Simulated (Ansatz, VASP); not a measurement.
**Two plane-wave programs on HPbNO4**

File INCAR:

```
PREC = Accurate
ENCUT = 520
EDIFF = 1E-7
ISMEAR = -1
SIGMA = 0.05
LREAL = False
LASPH = True
NELM = 80
ALGO = Normal
ISIF = 2
LWAVE = False
LCHARG = True
GGA = RP
LELF = True
LVHAR = True
NBANDS = 31
```

The input KPOINTS:

```
Automatic mesh
0
Gamma
  7 7 5
```

File POSCAR:

```
HPbNO4
1.0
    4.2040700000      0.0000000000      0.0000000000
    2.0217200000      3.8395200000      0.0000000000
    2.0468600000      1.2790000000      6.2813200000
H Pb N O
1 1 1 4
Direct
    0.8914500000      0.6820200000      0.6279600000
    0.1442600000      0.9287200000      0.8835200000
    0.2567000000      0.2886100000      0.3017100000
    0.8310800000      0.6505600000      0.7840500000
    0.3869400000      0.2238000000      0.1129500000
    0.3110400000      0.0357600000      0.4585600000
    0.0772600000      0.6063300000      0.3227500000
```

File input.yaml:

```yaml
crystal:
  lattice:
    - [4.20407, 0.0, 0.0]
    - [2.02172, 3.83952, 0.0]
    - [2.04686, 1.279, 6.28132]
  atoms:
    - { symbol: H, position: [0.89145, 0.68202, 0.62796] }
    - { symbol: Pb, position: [0.14426, 0.92872, 0.88352] }
    - { symbol: "N", position: [0.2567, 0.28861, 0.30171] }
    - { symbol: O, position: [0.83108, 0.65056, 0.78405] }
    - { symbol: O, position: [0.38694, 0.2238, 0.11295] }
    - { symbol: O, position: [0.31104, 0.03576, 0.45856] }
    - { symbol: O, position: [0.07726, 0.60633, 0.32275] }
hamiltonian:
  xc: rpbe
  pseudopotentials: { kind: paw }
kpoints:
  mp_grid: { grid: [7, 7, 5] }
  band_path:
    path:
      - [[0.0, 0.0, 0.5], [0.0, 0.0, 0.0], [0.5, 0.0, 0.0]]
      - [[0.5, 0.0, 0.5], [0.0, 0.0, 0.0], [0.0, 0.5, 0.0]]
      - [[0.0, 0.5, 0.5], [0.0, 0.0, 0.0], [0.5, 0.5, 0.0]]
      - [[0.5, 0.5, 0.5], [0.0, 0.0, 0.0]]
    npoints: 10
scf:
  occupations: { method: fermi_dirac, width: 0.05 }
  n_extra_bands: 17
output:
  forces: true
  stress: true
  eigenvalues: true
  fatbands: false
  write_density: true
  write_potential: true
  elf: true
  volumetric_format: npy
```

Alike in both runs: functional RPBE; k mesh 7 × 7 × 5; occupations fermi-dirac, width 0.05 eV; no spin polarisation.

|  | VASP | Ansatz |
| --- | --- | --- |
| version | VASP 6.6.1 | Ansatz 0.2.0 |
| potentials or method | VASP PAW PBE potentials, release 64 (H, Pb_d, N, O) | Ansatz PAW |
| plane-wave cutoff (eV) | 520 | 420 |
| valence electrons in the cell | 44 | 44 |
| task | single point | band structure |

```csv
,VASP,Ansatz,Ansatz less VASP
gap on the k mesh at the Fermi level (eV),2.85,2.87,+0.026
least direct gap on the mesh (eV),2.87,2.90,+0.026
pressure (GPa),3.3,2.7,-0.55
"traceless stress, the component that is largest in VASP (GPa)",-1.45,-0.67,+0.783
rms of the force components (eV/Å),0.239,0.105,-0.1340
```

VASP's potentials were made for PBE, not for RPBE. Atom by atom the forces differ by 0.147 eV/Å (rms over components). One of these differences is far larger than is usual between the two programs; its cause wasn't traced.

Spin-orbit coupling is off throughout. Noted on VASP's run: the standard files for N, O and F lose accuracy on very short bonds.
